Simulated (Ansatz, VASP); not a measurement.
Two plane-wave programs on CoSn

INCAR

```
ALGO = Fast ; EDIFF = 1E-7
ENCUT = 520 ; GGA = PE
ISIF = 2 ; ISMEAR = 0
LASPH = T ; LCHARG = F
LREAL = F ; LWAVE = F
NBANDS = 44 ; NELM = 100
PREC = Accurate ; SIGMA = 0.1
```

Contents of KPOINTS:

```
k-points
0
Gamma
  6 6 4
```

Contents of POSCAR:

```
CoSn
1.0
    5.2460399276      0.0000000000      0.0000000000
   -2.6230199638      4.5432038466      0.0000000000
    0.0000000000      0.0000000000      4.1875903000
Co Sn
3 3
Direct
    0.0000000000      0.5000000000      0.0000000000
    0.5000000000      0.5000000000      0.0000000000
    0.5000000000      0.0000000000      0.0000000000
    0.6666666700      0.3333333300      0.5000000000
    0.3333333300      0.6666666700      0.5000000000
    0.0000000000      0.0000000000      0.0000000000
```

Input for Ansatz:

```yaml
crystal:
  lattice:
    - [5.2460399276, 0.0, 0.0]
    - [-2.6230199638, 4.5432038466, 0.0]
    - [0.0, 0.0, 4.1875903]
  atoms:
    - { symbol: Co, position: [0.0, 0.5, 0.0] }
    - { symbol: Co, position: [0.5, 0.5, 0.0] }
    - { symbol: Co, position: [0.5, 0.0, 0.0] }
    - { symbol: Sn, position: [0.66666667, 0.33333333, 0.5] }
    - { symbol: Sn, position: [0.33333333, 0.66666667, 0.5] }
    - { symbol: Sn, position: [0.0, 0.0, 0.0] }
basis:
  ecutwfc: 420
kpoints:
  mp_grid: { grid: [6, 6, 4] }
hamiltonian:
  xc: pbe
  pseudopotentials: { kind: paw }
scf:
  occupations: { method: gaussian, width: 0.1 }
output:
  forces: true
  stress: true
  eigenvalues: true
```

Alike in both runs: task single point; functional PBE; k mesh 6 × 6 × 4; occupations gaussian, width 0.1 eV; no spin polarisation.

|  | VASP | Ansatz |
| --- | --- | --- |
| version | VASP 6.6.1 | Ansatz 0.2.0 |
| potentials or method | VASP PAW PBE potentials, release 64 (Co, Sn_d), cutoff 520 eV | scalar-relativistic, plane waves, PAW |
| valence electrons in the cell | 69 | 93 |

VASP gave:

```
gap on the k mesh at the Fermi level (eV)                     : none
pressure (GPa)                                                : 4.0
traceless stress, the component that is largest in VASP (GPa) : -0.35
```

Question: What did Ansatz give for the same quantities?

Answer: gap on the k mesh at the Fermi level (eV): none; pressure (GPa): 4.1; traceless stress, the component that is largest in VASP (GPa): -0.28.

A gap of «none» marks a metal or a gap that the smearing closes. With one functional, cell and mesh, what is left measures potentials, basis and numerics. VASP's potentials hold 69 valence electrons a cell and Ansatz's 93, so a difference there can come from the potentials and not from the codes.

The k mesh is coarse, so the values compare programs but aren't converged.
